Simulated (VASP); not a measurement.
Here is a VASP 6.6.1 calculation.

INCAR

```
SYSTEM = Sb2O
PREC     = Accurate       ! precision mode
ENCUT    = 520            ! plane-wave cutoff, eV
EDIFF    = 1E-7           ! SCF threshold, eV
ISMEAR   = 0              ! smearing method
SIGMA    = 0.1            ! smearing width, eV
LREAL    = .False.        ! projectors in reciprocal space
LASPH    = .True.         ! aspherical terms in the spheres
NELM     = 80             ! most SCF steps
ALGO     = Normal         ! electronic algorithm
ISIF     = 2              ! what is computed and relaxed
LWAVE    = .False.        ! write WAVECAR
LCHARG   = .True.         ! write CHGCAR
GGA      = PE             ! functional
LELF     = .True.         ! ELF
LVHAR    = .True.       
NBANDS   = 25             ! bands
```

Contents of KPOINTS:

```
regular mesh
0
Gamma
  4 4 4
  0 0 0
```

The input POSCAR:

```
Sb2O
1.0
   -3.1570095911      3.1570095911      3.0429864145
    3.1570095911     -3.1570095911      3.0429864145
    3.1570095911      3.1570095911     -3.0429864145
Sb O
4 2
Direct
    0.7402350625      0.2402350625      0.9804701251
    0.2402350625      0.2597649375      0.5000000000
    0.2597649375      0.7597649375      0.0195298749
    0.7597649375      0.7402350625      0.5000000000
    0.2500000000      0.2500000000      0.0000000000
    0.7500000000      0.7500000000      0.0000000000
```

Potentials or basis: VASP PAW PBE potentials, release 64 (Sb, O).

The run is started by

```console
$ cat potpaw_PBE.64/Sb/POTCAR potpaw_PBE.64/O/POTCAR > POTCAR
$ mpirun -np 1 vasp_std > vasp.out
```

Q: What does it give for the band gap on the k mesh?

A: Zero (bands 16 and 17 overlap by 1.72 eV).

Q: What does it give for the largest force?

A: 0.007 eV/Å.

Q: What does it give for the pressure?

A: -0.4 GPa.

Stress tensor (GPa, compression positive):
```
-0.42  0.00  0.00
 0.00 -0.42  0.00
 0.00  0.00 -0.24
```

Caveat: spin-orbit coupling is left out, which moves the levels of the heavy elements.
